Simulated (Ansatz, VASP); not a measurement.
# H2Rh: VASP beside Ansatz

```
CELL_PARAMETERS angstrom
2.70952 0.00000 0.00000
-1.35476 2.34652 0.00000
0.00000 0.00000 10.01974
ATOMIC_POSITIONS crystal
H 0.33333 0.66667 0.65238
H 0.66667 0.33333 0.15238
H 0.33333 0.66667 0.84762
H 0.66667 0.33333 0.34762
Rh 0.33333 0.66667 0.25000
Rh 0.66667 0.33333 0.75000
```

Alike in both runs: functional PBE; k mesh 18 × 18 × 4; occupations gaussian, width 0.1 eV; no spin polarisation.

Ansatz relaxed the structure, and its values are those at the end. VASP's run is a single point on that final structure, the one shown.

|  | VASP | Ansatz |
| --- | --- | --- |
| version | VASP 6.6.1 | Ansatz 0.2.0 |
| potentials or method | VASP PAW PBE potentials, release 64 (H, Rh_pv), cutoff 520 eV | scalar-relativistic, plane waves, PAW |
| valence electrons in the cell | 34 | 38 |

```tsv
	VASP	Ansatz	Ansatz less VASP
gap on the k mesh at the Fermi level (eV)	none	none	-
pressure (GPa)	-0.1	0.0	+0.08
```

A gap of «none» marks a metal or a gap that the smearing closes. The functional is the same, so the differences come from potentials, cutoffs and numerics. VASP's potentials hold 34 valence electrons a cell and Ansatz's 38, so a difference there can come from the potentials and not from the codes.
